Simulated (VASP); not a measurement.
# Pd (P6_3/mmc) in VASP: further runs

The runs below take Pd through single point, relaxation of cell and atoms, with PBE.

All numbers are computed with VASP 6.6.1; they aren't measurements. Logs are shortened: lines on timing, memory, paths and dates and some standing lists are left out, and cuts for length are marked.

## (1) The cell of the first run

The structure is hexagonal, space group P6_3/mmc (No. 194). Conventional cell: a = 2.767 Å, b = 2.767 Å, c = 4.649 Å, α = 90.00°, β = 90.00°, γ = 120.00°. Pd (site symmetry -6m2) has 12 Pd at 2.77 to 2.82 Å within 3.6 Å.

This isn't the form of Pd at room conditions, which is fcc.

## (2) Single point, PBE, collinear spin

The input, INCAR:

```
PREC = Accurate
ENCUT = 500
EDIFF = 1E-6
ISMEAR = -1
SIGMA = 0.05
LREAL = False
LASPH = True
NELM = 200
ALGO = Normal
ISIF = 2
LWAVE = False
LCHARG = True
ISPIN = 2
MAGMOM = 0.5 -0.5
LORBIT = 11
LMAXMIX = 4
GGA = PE
LELF = True
LVHAR = True
NBANDS = 21
GGA_COMPAT = False
```

The input, KPOINTS:

```
Automatic mesh
0
Gamma
  13 13 7
```

The input, POSCAR:

```
Pd
1.0
    2.7665552863      0.0000000000      0.0000000000
   -1.3832776431      2.3959071589      0.0000000000
    0.0000000000      0.0000000000      4.6493912473
Pd
2
Direct
    0.3333333333      0.6666666667      0.2500000000
    0.6666666667      0.3333333333      0.7500000000
```

Potentials or basis: VASP PAW PBE potentials, release 64 (Pd).

Launch:

```sh
$ cat potpaw_PBE.64/Pd/POTCAR > POTCAR
$ mpirun -np 1 vasp_std > vasp.out
```

OUTCAR:

```text
PREC = Accurate
   ENCUT = 500
   EDIFF = 1E-6
   ISMEAR = -1
   LREAL = False
   LASPH = True
   NELM = 200
   ISIF = 2
   ISPIN = 2
   LORBIT = 11
   GGA = PE

 ion  position               nearest neighbor table
   1  0.333  0.667  0.250-   2 2.82   2 2.82   2 2.82   2 2.82   2 2.82   2 2.82
   2  0.667  0.333  0.750-   1 2.82   1 2.82   1 2.82   1 2.82   1 2.82   1 2.82

  LATTYP: Found a hexagonal cell.
 ALAT       =     2.7665552863
 C/A-ratio  =     1.6805705168

  Lattice vectors:

 A1 = (   2.7665552863,   0.0000000000,   0.0000000000)
 A2 = (  -1.3832776431,   2.3959071589,   0.0000000000)
 A3 = (   0.0000000000,   0.0000000000,   4.6493912473)

Analysis of symmetry for initial positions (statically):
=====================================================================
 Subroutine PRICEL returns:
 Original cell was already a primitive cell.

 Routine SETGRP: Setting up the symmetry group for a
 hexagonal supercell.

 Subroutine GETGRP returns: Found 24 space group operations
 (whereof 12 operations were pure point group operations)
 out of a pool of 24 trial point group operations.

The static configuration has the point symmetry D_3d.
 The point group associated with its full space group is D_6h.

Analysis of symmetry for dynamics (positions and initial velocities):
=====================================================================
 Subroutine PRICEL returns:
 Original cell was already a primitive cell.

 Routine SETGRP: Setting up the symmetry group for a
 hexagonal supercell.

 Subroutine GETGRP returns: Found 24 space group operations
 (whereof 12 operations were pure point group operations)
 out of a pool of 24 trial point group operations.

The dynamic configuration has the point symmetry D_3d.
 The point group associated with its full space group is D_6h.

Analysis of structural, dynamic, and magnetic symmetry:
=====================================================================
 Subroutine PRICEL returns:
 Original cell was already a primitive cell.

 Routine SETGRP: Setting up the symmetry group for a
 hexagonal supercell.

 Subroutine GETGRP returns: Found 24 space group operations
 (whereof 12 operations were pure point group operations)
 out of a pool of 24 trial point group operations.

The overall configuration has the point symmetry D_3d.
 The point group associated with its full space group is D_6h.

[... 116 lines left out ...]
   IMIX   =      4    mixing-type and parameters
     AMIX     =   0.40;   BMIX     =  1.00
     AMIX_MAG =   1.60;   BMIX_MAG =  1.00
  volume/ion in A,a.u.               =      15.41       103.99
  Fermi-wavevector in a.u.,A,eV,Ry     =   1.417369  2.678440 27.333230  2.008936
  Thomas-Fermi vector in A             =   2.538607
   LORBIT       =     11    0 simple, 1 ext, 2 COOP (PROOUT), +10 PAW based schemes
   GGA     = PE    functional components
   LHFCALC =     F    Hartree Fock is set to
   AEXX    =    0.0000 exact exchange contribution
   IVDW    =     0    specifies the selected vdW correction
   LEPSILON=     F    determine dielectric tensor
   LRPA    =     F    only Hartree local field effects (RPA)
 spin polarized calculation
  energy-cutoff  :      500.00
  volume of cell :       30.82
 maximum number of plane-waves:       797
   NGX = 11   NGY = 11   NGZ = 17

 number of electron      20.0000007 magnetization      -0.0000000

 number of electron      20.0000007 magnetization       0.0000000

 Free energy of the ion-electron system (eV)
  ---------------------------------------------------
  ext. energy  EPLUGINS =         0.00000000
  ---------------------------------------------------
  free energy    TOTEN  =       -10.39062726 eV

  energy without entropy =      -10.34912410  energy(sigma->0) =      -10.36987568

 E-fermi :   9.0791     XC(G=0): -12.9098

 val. band max:        9.0740449450   @ k =   0.1538   0.1538   0.4286
 cond. band min:       9.0795614868   @ k =   0.4615   0.0000   0.0000
 fundamental gap:      0.0055165419
 Fermi energy:         9.0790607258

 spin component 1

 k-point     1 :       0.0000    0.0000    0.0000
  band No.  band energies     occupation
      1       2.2568      1.00000
      2       4.0823      1.00000
      3       6.2745      1.00000
      4       6.5045      1.00000
      5       6.5045      1.00000
      6       6.8222      1.00000
[... 565 lines left out ...]
     20      32.7095      0.00000
     21      33.2327      0.00000

 [... further k-points ...]

 spin component 2

 k-point     1 :       0.0000    0.0000    0.0000
  band No.  band energies     occupation
      1       2.2568      1.00000
      2       4.0823      1.00000
      3       6.2745      1.00000
      4       6.5045      1.00000
      5       6.5045      1.00000
      6       6.8222      1.00000
[... 565 lines left out ...]
     20      32.7095      0.00000
     21      33.2327      0.00000

 [... further k-points ...]

------------------------ aborting loop because EDIFF is reached ----------------------------------------

  FORCE on cell =-STRESS in cart. coord.  units (eV):
  Direction    XX          YY          ZZ          XY          YZ          ZX
  --------------------------------------------------------------------------------------
  -------------------------------------------------------------------------------------
  Total       -0.0448879     -0.0448879     -0.0653983     -0.0000000      0.0000000      0.0000000
  in kB       -2.3336451     -2.3336451     -3.3999420     -0.0000000      0.0000000      0.0000000
  external PRESSURE =      -2.6890774 kB  Pullay stress =       0.0000000 kB

 VOLUME and BASIS-vectors are now :
 -----------------------------------------------------------------------------
  energy-cutoff  :      500.00
  volume of cell :       30.82
      direct lattice vectors                 reciprocal lattice vectors
     2.766555286  0.000000000  0.000000000     0.361460335  0.208689222  0.000000000
    -1.383277643  2.395907159  0.000000000     0.000000000  0.417378443  0.000000000
     0.000000000  0.000000000  4.649391247     0.000000000  0.000000000  0.215081921

 POSITION                                       TOTAL-FORCE (eV/Angst)
 -----------------------------------------------------------------------------------
     -0.00000      1.59727      1.16235        -0.000000      0.000000      0.000000
      1.38328      0.79864      3.48704         0.000000      0.000000      0.000000
 -----------------------------------------------------------------------------------
    total drift:                               -0.000000      0.000000     -0.000000

  FREE ENERGIE OF THE ION-ELECTRON SYSTEM (eV)
  ---------------------------------------------------
  free  energy   TOTEN  =       -10.3906272604 eV

  energy  without entropy=      -10.3491241014  energy(sigma->0) =      -10.36987568

 total charge

# of ion       s       p       d       tot
------------------------------------------
    1        0.465   0.430   8.462   9.357
    2        0.465   0.430   8.462   9.357
--------------------------------------------------
tot          0.930   0.861  16.924  18.715

 magnetization (x)

# of ion       s       p       d       tot
------------------------------------------
    1        0.000   0.000  -0.000  -0.000
    2       -0.000  -0.000   0.000   0.000
--------------------------------------------------
tot          0.000   0.000   0.000   0.000
```

OSZICAR:

```text
N       E                     dE             d eps       ncg     rms          rms(c)
DAV:   1     0.111718117528E+03    0.11172E+03   -0.98685E+03  7072   0.904E+02
DAV:   2    -0.823998016797E+01   -0.11996E+03   -0.11163E+03  7891   0.223E+02
DAV:   3    -0.108587916312E+02   -0.26188E+01   -0.25912E+01  8422   0.347E+01
DAV:   4    -0.108764952859E+02   -0.17704E-01   -0.17701E-01  8364   0.288E+00
DAV:   5    -0.108767771015E+02   -0.28182E-03   -0.28181E-03  8751   0.387E-01    0.995E+00
DAV:   6    -0.104046742695E+02    0.47210E+00   -0.90066E-01  8616   0.899E+00    0.486E+00
DAV:   7    -0.103956143135E+02    0.90600E-02   -0.31280E-02  8519   0.104E+00    0.250E+00
DAV:   8    -0.103908860717E+02    0.47282E-02   -0.56962E-03  8697   0.522E-01    0.652E-01
DAV:   9    -0.103905386936E+02    0.34738E-03   -0.40968E-04  8742   0.152E-01    0.824E-02
DAV:  10    -0.103906074081E+02   -0.68715E-04   -0.12060E-04  8354   0.888E-02    0.347E-02
DAV:  11    -0.103906264989E+02   -0.19091E-04   -0.82677E-05  8577   0.436E-02    0.897E-03
DAV:  12    -0.103906272604E+02   -0.76148E-06   -0.17845E-06  7860   0.112E-02
   1 F= -.10390627E+02 E0= -.10369876E+02  d E =-.415032E-01  mag=    -0.0000
```

stdout:

```text
POSCAR found type information on POSCAR Pd
 POSCAR found :  1 types and       2 ions
 scaLAPACK will be used
 LDA part: xc-table for (Slater+PW92), standard interpolation
 POSCAR, INCAR and KPOINTS ok, starting setup
 FFT: planning ... GRIDC
 FFT: planning ... GRID_SOFT
 FFT: planning ... GRID
 WAVECAR not read
 entering main loop
```

Wall time 1.7 min (1 thread of Oxide Virtual Turin-like, shared host); peak memory 0.16 GiB.

What came out:

```yaml
Free_energy: -10.3906 eV
Pressure: -0.3 GPa
Band_gap_on_the_k_mesh: zero (filled and empty bands overlap)
Net_moment: 0.00 μB per cell
Valence_electrons_inside_the_program's_atomic_spheres: Pd 9.36
```

Stress tensor (GPa, compression positive):
```
-0.23  0.00  0.00
 0.00 -0.23  0.00
 0.00  0.00 -0.34
```

## (3) Relaxation of cell and atoms, PBE, collinear spin

This run uses another cell than the first one, of 14.71 Å³/atom.

The input, INCAR:

```
SYSTEM = Pd
  PREC = Accurate
  ENCUT = 500
  EDIFF = 1E-7
  ISMEAR = -1
  SIGMA = 0.05
  LREAL = .False.
  LASPH = .True.
  NELM = 200
  ALGO = Normal
  ISIF = 3
  LWAVE = .False.
  LCHARG = .False.
  ISPIN = 2
  MAGMOM = 0.5 -0.5
  LORBIT = 11
  LMAXMIX = 4
  GGA = PE
  IBRION = 2
  NSW = 80
  EDIFFG = -0.01
  GGA_COMPAT = .False.
  NELMIN = 4
```

The input, KPOINTS:

```
Automatic mesh
0
Gamma
  13 13 7
  0 0 0
```

The input, POSCAR:

```
Pd
1.0
    2.7505001182      0.0000000000      0.0000000000
   -1.3752500591      2.3820029755      0.0000000000
    0.0000000000      0.0000000000      4.4915666931
Pd
2
Direct
    0.3333333333      0.6666666667      0.2500000000
    0.6666666667      0.3333333333      0.7500000000
```

Potentials or basis: VASP PAW PBE potentials, release 64 (Pd).

Launch:

```sh
$ cat potpaw_PBE.64/Pd/POTCAR > POTCAR
$ mpirun -np 1 vasp_std > vasp.out
```

It took 5.1 min on 1 thread of Oxide Virtual Turin-like, shared host; peak memory 0.16 GiB.

Results (log left out):

```yaml
Free_energy: -10.3904 eV
Relaxed_volume: 15.39 Å³/atom
Relaxed_cell: a = 2.766 Å, b = 2.766 Å, c = 4.644 Å, α = 90.00°, β = 90.00°, γ = 120.00°
Space_group_after_relaxing_to_0.1_Å: P6_3/mmc (No. 194)
Energy_gained_by_relaxing: 20.0 meV/atom
Ionic_steps: 10
Pressure_after_relaxing: 0.0 GPa
Band_gap_on_the_k_mesh: zero (filled and empty bands overlap)
Net_moment: 0.00 μB per cell
Valence_electrons_inside_the_program's_atomic_spheres: Pd 9.36
```

Step by step:
```csv
step,energy change (eV),largest force (eV/Å),pressure (GPa),volume (Å³)
1,0.0000,0.0000,8.36,29.43
2,0.0215,0.0000,-8.83,32.82
3,-0.0364,0.0000,-0.36,30.85
4,-0.0364,0.0000,-0.20,30.82
5,-0.0390,0.0000,-0.06,30.79
6,-0.0399,0.0000,0.07,30.76
7,-0.0399,0.0000,0.12,30.75
8,-0.0399,0.0000,0.12,30.76
9,-0.0399,0.0000,-0.17,30.81
10,-0.0399,0.0000,0.01,30.78
```

Final structure:
```
Pd
1.0
     2.76626    0.00000    0.00000
    -1.38313    2.39565    0.00000
     0.00000    0.00000    4.64416
Pd
2
Direct
  0.33333 0.66667 0.25000
  0.66667 0.33333 0.75000
```

Levels at points of the mesh, in eV from the Fermi level:
Spin up:
```
           k point  band 6  band 7  band 8  band 9  band 10  band 11  band 12  band 13  band 14
(0.00, 0.00, 0.00)   -2.26   -2.26   -1.53   -1.53    -0.23    -0.23     0.87     6.58    17.14
```
Spin down:
```tsv
k point	band 6	band 7	band 8	band 9	band 10	band 11	band 12	band 13	band 14
(0.00, 0.00, 0.00)	-2.26	-2.26	-1.53	-1.53	-0.23	-0.23	0.87	6.58	17.14
```

## (4) Single point, PBE, collinear spin (14.18 Å³/atom)

This run uses another cell than the first one, of 14.18 Å³/atom.

The input, INCAR:

```
SYSTEM = Pd
PREC     = Accurate       ! precision mode
ENCUT    = 500            ! plane-wave cutoff, eV
EDIFF    = 1E-6           ! SCF threshold, eV
ISMEAR   = -1             ! smearing method
SIGMA    = 0.05           ! smearing width, eV
LREAL    = .False.        ! projectors in reciprocal space
LASPH    = .True.         ! aspherical terms in the spheres
NELM     = 200            ! most SCF steps
ALGO     = Normal         ! electronic algorithm
ISIF     = 2              ! what is computed and relaxed
LWAVE    = .False.        ! write WAVECAR
LCHARG   = .False.        ! write CHGCAR
ISPIN    = 2              ! spin polarisation
MAGMOM   = 0.313 0.313    ! initial moments
LORBIT   = 11             ! projections on sites
LMAXMIX  = 4              ! l up to which the mixer works
GGA      = PE             ! functional
NBANDS   = 21             ! bands
GGA_COMPAT= .False.
```

The input, KPOINTS:

```
regular mesh
0
Gamma
  21 21 11
  0 0 0
```

The input, POSCAR:

```
Pd
1.0
    2.6907207585      0.0000000000      0.0000000000
   -1.3453603793      2.3302325314      0.0000000000
    0.0000000000      0.0000000000      4.5219459759
Pd
2
Direct
    0.3333333333      0.6666666667      0.2500000000
    0.6666666667      0.3333333333      0.7500000000
```

Potentials or basis: VASP PAW PBE potentials, release 64 (Pd).

Launch:

```sh
$ cat potpaw_PBE.64/Pd/POTCAR > POTCAR
$ mpirun -np 1 vasp_std > vasp.out
```

OUTCAR:

```text
SYSTEM = Pd
   PREC = Accurate
   ENCUT = 500
   EDIFF = 1E-6
   ISMEAR = -1
   LREAL = .False.
   LASPH = .True.
   NELM = 200
   ISIF = 2
   ISPIN = 2
   LORBIT = 11
   GGA = PE

 ion  position               nearest neighbor table
   1  0.333  0.667  0.250-   2 2.74   2 2.74   2 2.74   2 2.74   2 2.74   2 2.74
   2  0.667  0.333  0.750-   1 2.74   1 2.74   1 2.74   1 2.74   1 2.74   1 2.74

  LATTYP: Found a hexagonal cell.
 ALAT       =     2.6907207585
 C/A-ratio  =     1.6805705169

  Lattice vectors:

 A1 = (   2.6907207585,   0.0000000000,   0.0000000000)
 A2 = (  -1.3453603793,   2.3302325314,   0.0000000000)
 A3 = (   0.0000000000,   0.0000000000,   4.5219459759)

Analysis of symmetry for initial positions (statically):
=====================================================================
 Subroutine PRICEL returns:
 Original cell was already a primitive cell.

 Routine SETGRP: Setting up the symmetry group for a
 hexagonal supercell.
[... 777 lines left out ...]
      3       7.2707      1.00000
      4       7.5369      1.00000
      5       7.5369      1.00000
      6       7.9046      1.00000
[... 565 lines left out ...]
     20      34.2990      0.00000
     21      34.7249      0.00000

 [... further k-points ...]

------------------------ aborting loop because EDIFF is reached ----------------------------------------

  FORCE on cell =-STRESS in cart. coord.  units (eV):
  Direction    XX          YY          ZZ          XY          YZ          ZX
  --------------------------------------------------------------------------------------
  -------------------------------------------------------------------------------------
  Total        3.0487984      3.0487984      2.8705081     -0.0000000     -0.0000000      0.0000000
  in kB      172.2844290    172.2844290    162.2094313     -0.0000000     -0.0000000      0.0000000
  external PRESSURE =     168.9260964 kB  Pullay stress =       0.0000000 kB

 VOLUME and BASIS-vectors are now :
 -----------------------------------------------------------------------------
  energy-cutoff  :      500.00
  volume of cell :       28.35
      direct lattice vectors                 reciprocal lattice vectors
     2.690720758  0.000000000  0.000000000     0.371647633  0.214570861  0.000000000
    -1.345360379  2.330232531  0.000000000     0.000000000  0.429141721  0.000000000
     0.000000000  0.000000000  4.521945976     0.000000000  0.000000000  0.221143730

 POSITION                                       TOTAL-FORCE (eV/Angst)
 -----------------------------------------------------------------------------------
     -0.00000      1.55349      1.13049         0.000000     -0.000000      0.000000
      1.34536      0.77674      3.39146        -0.000000      0.000000      0.000000
 -----------------------------------------------------------------------------------
    total drift:                               -0.000000      0.000000     -0.000000

  FREE ENERGIE OF THE ION-ELECTRON SYSTEM (eV)
  ---------------------------------------------------
  free  energy   TOTEN  =       -10.2740587481 eV

  energy  without entropy=      -10.2356793172  energy(sigma->0) =      -10.25486903

 total charge

# of ion       s       p       d       tot
------------------------------------------
    1        0.510   0.519   8.505   9.534
    2        0.510   0.519   8.505   9.534
--------------------------------------------------
tot          1.019   1.037  17.011  19.067

 magnetization (x)

# of ion       s       p       d       tot
------------------------------------------
    1        0.000  -0.000   0.002   0.002
    2        0.000  -0.000   0.002   0.002
--------------------------------------------------
tot          0.000  -0.000   0.003   0.003
```

Run time: 7.8 min. Hardware: 1 thread of Oxide Virtual Turin-like, shared host; peak memory 0.29 GiB.

What came out:

* Free energy: -10.2741 eV
* Pressure: 16.9 GPa
* Band gap on the k mesh: zero (filled and empty bands overlap)
* Net moment: 0.00 μB per cell
* Valence electrons inside the program's atomic spheres: Pd 9.53

Stress tensor (GPa, compression positive):
```
17.23  0.00  0.00
 0.00 17.23  0.00
 0.00  0.00 16.22
```

Levels at points of the mesh, in eV from the Fermi level:
Spin up:
```tsv
k point	band 6	band 7	band 8	band 9	band 10	band 11	band 12	band 13	band 14	band 15
(0.00, 0.00, 0.00)	-2.57	-2.57	-1.74	-1.74	-0.26	-0.26	0.67	7.20	17.25	18.70
```
Spin down:
| k point | band 6 | band 7 | band 8 | band 9 | band 10 | band 11 | band 12 | band 13 | band 14 | band 15 |
| --- | --- | --- | --- | --- | --- | --- | --- | --- | --- | --- |
| (0.00, 0.00, 0.00) | -2.57 | -2.57 | -1.74 | -1.74 | -0.25 | -0.25 | 0.67 | 7.20 | 17.25 | 18.70 |

Caveat: the cell stands under pressure.

## (5) Summary

| task | cell | k mesh | gap on the mesh (eV) | pressure (GPa) | moment (μB) |
| --- | --- | --- | --- | --- | --- |
| single point | a = 2.767, b = 2.767, c = 4.649 Å, angles 90.0, 90.0, 120.0°, 2 atoms | 13 × 13 × 7 | none | -0.3 | 0.00 |
| relaxation of cell and atoms | relaxed from a = 2.751, b = 2.751, c = 4.492 Å, angles 90.0, 90.0, 120.0°, 2 atoms | 13 × 13 × 7 | none | 0.0 | 0.00 |
| single point | a = 2.691, b = 2.691, c = 4.522 Å, angles 90.0, 90.0, 120.0°, 2 atoms | 21 × 21 × 11 | none | 16.9 | 0.00 |

Alike in all rows: level PBE; potentials or basis VASP PAW PBE potentials, release 64 (Pd); spin collinear; cutoff (eV) 500; smearing fermi-dirac 0.05 eV.

Caveats: the cell stands under pressure (at least some runs).

Total energies depend on the potentials used, so only differences within one code and one set of settings carry meaning.
